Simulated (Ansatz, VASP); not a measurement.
# SnO2 in VASP and in Ansatz

```
Sn O
1.0
     1.66267    0.95994    4.54102
    -1.66267    0.95994    4.54102
     0.00000   -1.91988    4.54102
Sn O
1 2
Direct
  0.50000 0.50000 0.50000
  0.23717 0.23717 0.23717
  0.76283 0.76283 0.76283
```

Alike in both runs: task single point; functional LDA; k mesh 12 × 12 × 12; occupations gaussian, width 0.05 eV; no spin polarisation.

|  | VASP | Ansatz |
| --- | --- | --- |
| version | VASP 6.6.1 | Ansatz 0.2.0 |
| potentials or method | VASP PAW LDA potentials, release 64 (Sn_d, O), cutoff 520 eV | scalar-relativistic, plane waves, PAW |
| valence electrons in the cell | 26 | 26 |

|  | VASP | Ansatz | Ansatz less VASP |
| --- | --- | --- | --- |
| gap on the k mesh at the Fermi level (eV) | 1.18 | 1.18 | -0.004 |
| least direct gap on the mesh (eV) | 1.27 | 1.26 | -0.007 |
| pressure (GPa) | -13.0 | -13.6 | -0.59 |
| traceless stress, the component that is largest in VASP (GPa) | 6.75 | 7.24 | +0.489 |
| rms of the force components (eV/Å) | 0.191 | 0.213 | +0.0223 |

LDA's correlation is that of Perdew and Zunger in VASP and of Perdew and Wang (1992) in Ansatz. Atom by atom the forces differ by 0.022 eV/Å (rms over components).
